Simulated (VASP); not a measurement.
# PbS in VASP: a series of runs, part 2 of 2

VASP 6.6.1. Earlier steps stand in the parts before.

### 3 Single point, PBE

This run uses another cell than the first one, of 26.07 Å³/atom, 0.961 times its volume.

The input, INCAR:

```
PREC = Accurate
ENCUT = 520
EDIFF = 1E-6
ISMEAR = -1
SIGMA = 0.01
LREAL = F
LASPH = T
NELM = 80
ALGO = Normal
ISIF = 2
LWAVE = F
LCHARG = F
GGA = PE
NBANDS = 17
```

The input, KPOINTS:

```
regular mesh
0
Gamma
  8 8 8
```

The input, POSCAR:

```
PbS
1.0
    0.0000000000      2.9650000000      2.9650000000
    2.9650000000      0.0000000000      2.9650000000
    2.9650000000      2.9650000000      0.0000000000
Pb S
1 1
Direct
    0.0000000000      0.0000000000      0.0000000000
    0.5000000000      0.5000000000      0.5000000000
```

Potentials or basis: VASP PAW PBE potentials, release 64 (Pb_d, S).

The run is started by

```
cat potpaw_PBE.64/Pb_d/POTCAR potpaw_PBE.64/S/POTCAR > POTCAR
mpirun -np 1 vasp_std > vasp.out
```

OUTCAR:

```text
PREC = Accurate
   ENCUT = 520
   EDIFF = 1E-6
   ISMEAR = -1
   LREAL = F
   LASPH = T
   NELM = 80
   ISIF = 2
   GGA = PE

 ion  position               nearest neighbor table
   1  0.000  0.000  0.000-   2 2.96   2 2.96   2 2.96   2 2.96   2 2.96   2 2.96
   2  0.500  0.500  0.500-   1 2.96   1 2.96   1 2.96   1 2.96   1 2.96   1 2.96

  LATTYP: Found a face centered cubic cell.
 ALAT       =     5.9300000000

  Lattice vectors:

 A1 = (   0.0000000000,   2.9650000000,   2.9650000000)
 A2 = (   2.9650000000,   0.0000000000,   2.9650000000)
 A3 = (   2.9650000000,   2.9650000000,   0.0000000000)

Analysis of symmetry for initial positions (statically):
=====================================================================
 Subroutine PRICEL returns:
 Original cell was already a primitive cell.

 Routine SETGRP: Setting up the symmetry group for a
 face centered cubic supercell.

 Subroutine GETGRP returns: Found 48 space group operations
 (whereof 48 operations were pure point group operations)
 out of a pool of 48 trial point group operations.

The static configuration has the point symmetry O_h .

Analysis of symmetry for dynamics (positions and initial velocities):
=====================================================================
 Subroutine PRICEL returns:
 Original cell was already a primitive cell.

 Routine SETGRP: Setting up the symmetry group for a
 face centered cubic supercell.

 Subroutine GETGRP returns: Found 48 space group operations
 (whereof 48 operations were pure point group operations)
 out of a pool of 48 trial point group operations.

The dynamic configuration has the point symmetry O_h .

 Subroutine INISYM returns: Found 48 space group operations
 (whereof 48 operations are pure point group operations),
 and found     1 'primitive' translations

----------------------------------------------------------------------------------------

                                     Primitive cell

  volume of cell :      52.1320

  direct lattice vectors                    reciprocal lattice vectors
     0.000000000  2.965000000  2.965000000    -0.168634064  0.168634064  0.168634064
     2.965000000  0.000000000  2.965000000     0.168634064 -0.168634064  0.168634064
     2.965000000  2.965000000  0.000000000     0.168634064  0.168634064 -0.168634064

  length of vectors
     4.193143212  4.193143212  4.193143212     0.292082767  0.292082767  0.292082767

  position of ions in fractional coordinates (direct lattice)
     0.000000000  0.000000000  0.000000000
     0.500000000  0.500000000  0.500000000

  ion indices of the primitive-cell ions
   primitive index   ion index
                 1           1
                 2           2

----------------------------------------------------------------------------------------

 KPOINTS: regular mesh

Automatic generation of k-mesh.
 Grid dimensions read from file:
 generate k-points for:    8    8    8

 Generating k-lattice:

  Cartesian coordinates                     Fractional coordinates (reciprocal lattice)
    -0.021079258  0.021079258  0.021079258     0.125000000  0.000000000  0.000000000
     0.021079258 -0.021079258  0.021079258     0.000000000  0.125000000  0.000000000
     0.021079258  0.021079258 -0.021079258     0.000000000  0.000000000  0.125000000

  Length of vectors
     0.036510346  0.036510346  0.036510346

  Shift w.r.t. Gamma in fractional coordinates (k-lattice)
     0.000000000  0.000000000  0.000000000

 Subroutine IBZKPT returns following result:
 ===========================================

 Found     29 irreducible k-points:

 Following reciprocal coordinates:
            Coordinates               Weight
  0.000000  0.000000  0.000000      1.000000
  0.125000  0.000000  0.000000      8.000000
  0.250000  0.000000  0.000000      8.000000
  0.375000  0.000000  0.000000      8.000000
  0.500000  0.000000  0.000000      4.000000
  0.125000  0.125000  0.000000      6.000000
[... 16 lines left out ...]
  0.500000  0.250000  0.125000     48.000000
 -0.375000  0.250000  0.125000     24.000000
 [... further k-points ...]
   k-points           NKPTS =     29   k-points in BZ     NKDIM =     29   number of bands    NBANDS=     17
   number of dos      NEDOS =    301   number of ions     NIONS =      2
   total plane-waves  NPLWV =  32768
   dimension x,y,z NGX =    32 NGY =   32 NGZ =   32
   dimension x,y,z NGXF=    64 NGYF=   64 NGZF=   64
   ions per type =               1   1
   NGX,Y,Z   is equivalent  to a cutoff of  12.69, 12.69, 12.69 a.u.
   NGXF,Y,Z  is equivalent  to a cutoff of  25.37, 25.37, 25.37 a.u.
 SYSTEM =  unknown system
   PREC   = accura    normal or accurate (medium, high low for compatibility)
   ISTART =      0    job   : 0-new  1-cont  2-samecut
   ICHARG =      2    charge: 1-file 2-atom 10-const
   ISPIN  =      1    spin polarized calculation?
   LNONCOLLINEAR =      F non collinear calculations
   LSORBIT =      F    spin-orbit coupling
   LASPH  =      T    aspherical Exc in radial PAW
   ENCUT  =  520.0 eV  38.22 Ry    6.18 a.u.   7.80  7.80  7.80*2*pi/ulx,y,z
   NELM   =     80;   NELMIN=  2; NELMDL= -5     # of ELM steps
   EDIFF  = 0.1E-05   stopping-criterion for ELM
   LREAL  =      F    real-space projection
   EDIFFG = 0.1E-04   stopping-criterion for IOM
   NSW    =      0    number of steps for IOM
   IBRION =     -1    ionic relax: 0-MD 1-quasi-New 2-CG
   NFREE  =      0    steps in history (QN), initial steepest desc. (CG)
   ISIF   =      2    stress and relaxation
   ISYM   =      2    0-nonsym 1-usesym 2-fastsym
   POTIM  = 0.5000    time-step for ionic-motion
   TEBEG  =    0.0;   TEEND  =   0.0 temperature during run
   PSTRESS=    0.0 pullay stress
   NELECT =      20.0000    total number of electrons
   NUPDOWN=      -1.0000    fix difference up-down
   EMIN   =  10.00;   EMAX   =-10.00  energy-range for DOS
   EFERMI =   0.00;   METHOD = LEGACY
   ISMEAR =    -1;   SIGMA  =   0.01  broadening in eV -4-tet -1-fermi 0-gaus
   EFERMI_NEDOS =   21; number of points for ismear=-14 and -15
   IALGO  =     38    algorithm
   IMIX   =      4    mixing-type and parameters
     AMIX     =   0.40;   BMIX     =  1.00
     AMIX_MAG =   1.60;   BMIX_MAG =  1.00
  volume/ion in A,a.u.               =      26.07       175.90
  Fermi-wavevector in a.u.,A,eV,Ry     =   1.189552  2.247928 19.252709  1.415034
  Thomas-Fermi vector in A             =   2.325657
   LORBIT       =      0    0 simple, 1 ext, 2 COOP (PROOUT), +10 PAW based schemes
   GGA     = PE    functional components
   LHFCALC =     F    Hartree Fock is set to
   AEXX    =    0.0000 exact exchange contribution
   IVDW    =     0    specifies the selected vdW correction
   LEPSILON=     F    determine dielectric tensor
   LRPA    =     F    only Hartree local field effects (RPA)
 non-spin polarized calculation
  energy-cutoff  :      520.00
  volume of cell :       52.13
 maximum number of plane-waves:      1424
   NGX = 15   NGY = 15   NGZ = 15

 number of electron      19.9999998 magnetization

 Free energy of the ion-electron system (eV)
  ---------------------------------------------------
  ext. energy  EPLUGINS =         0.00000000
  ---------------------------------------------------
  free energy    TOTEN  =        -8.75548113 eV

  energy without entropy =       -8.75548113  energy(sigma->0) =       -8.75548113

 E-fermi :   6.0143     XC(G=0):  -9.6859

 val. band max:        5.8338385394   @ k =   0.5000   0.0000   0.0000
 cond. band min:       6.1952287178   @ k =   0.5000   0.0000   0.0000
 fundamental gap:      0.3613901785
 Fermi energy:         6.0142622048

 k-point     1 :       0.0000    0.0000    0.0000
  band No.  band energies     occupation
      1     -10.9928      2.00000
      2     -10.9928      2.00000
      3     -10.9928      2.00000
      4     -10.9763      2.00000
      5     -10.9763      2.00000
      6      -7.7718      2.00000
[... 9 lines left out ...]
     16      12.5610      0.00000
     17      14.4885      0.00000

 k-point     2 :       0.1250    0.0000    0.0000
  band No.  band energies     occupation
      1     -10.9921      2.00000
      2     -10.9899      2.00000
      3     -10.9899      2.00000
      4     -10.9771      2.00000
      5     -10.9771      2.00000
      6      -7.6385      2.00000
[... 9 lines left out ...]
     16      12.9321      0.00000
     17      15.6894      0.00000
[... 421 lines left out ...]
 k-point    24 :      -0.3750    0.2500    0.1250
  band No.  band energies     occupation
      1     -11.0462      2.00000
      2     -10.9939      2.00000
      3     -10.9767      2.00000
      4     -10.9636      2.00000
      5     -10.9425      2.00000
      6      -6.3017      2.00000
[... 9 lines left out ...]
     16      16.7487      0.00000
     17      17.0126      0.00000

 [... further k-points ...]
[... 5 lines left out ...]
  --------------------------------------------------------------------------------------
  -------------------------------------------------------------------------------------
  Total        0.7124785      0.7124785      0.7124785      0.0000000     -0.0000000      0.0000000
  in kB       21.8966790     21.8966790     21.8966790      0.0000000     -0.0000000      0.0000000
  external PRESSURE =      21.8966790 kB  Pullay stress =       0.0000000 kB

 VOLUME and BASIS-vectors are now :
 -----------------------------------------------------------------------------
  energy-cutoff  :      520.00
  volume of cell :       52.13
      direct lattice vectors                 reciprocal lattice vectors
     0.000000000  2.965000000  2.965000000    -0.168634064  0.168634064  0.168634064
     2.965000000  0.000000000  2.965000000     0.168634064 -0.168634064  0.168634064
     2.965000000  2.965000000  0.000000000     0.168634064  0.168634064 -0.168634064

 POSITION                                       TOTAL-FORCE (eV/Angst)
 -----------------------------------------------------------------------------------
      0.00000      0.00000      0.00000         0.000000     -0.000000      0.000000
      2.96500      2.96500      2.96500        -0.000000      0.000000     -0.000000
 -----------------------------------------------------------------------------------
    total drift:                                0.000000     -0.000000     -0.000000

  FREE ENERGIE OF THE ION-ELECTRON SYSTEM (eV)
  ---------------------------------------------------
  free  energy   TOTEN  =        -8.7554811303 eV

  energy  without entropy=       -8.7554811302  energy(sigma->0) =       -8.75548113
```

It took 22 s on 1 thread of Intel Xeon Platinum 8259CL at 2.50GHz (Skylake/Cascade Lake), shared host; peak memory 0.18 GiB.

What came out:

```yaml
Free_energy: -8.7555 eV
Pressure: 2.2 GPa
Band_gap_on_the_k_mesh: 0.36 eV, direct
```

Caveat: spin-orbit coupling is left out, which moves the levels of the heavy elements. A k mesh can miss the band edges.
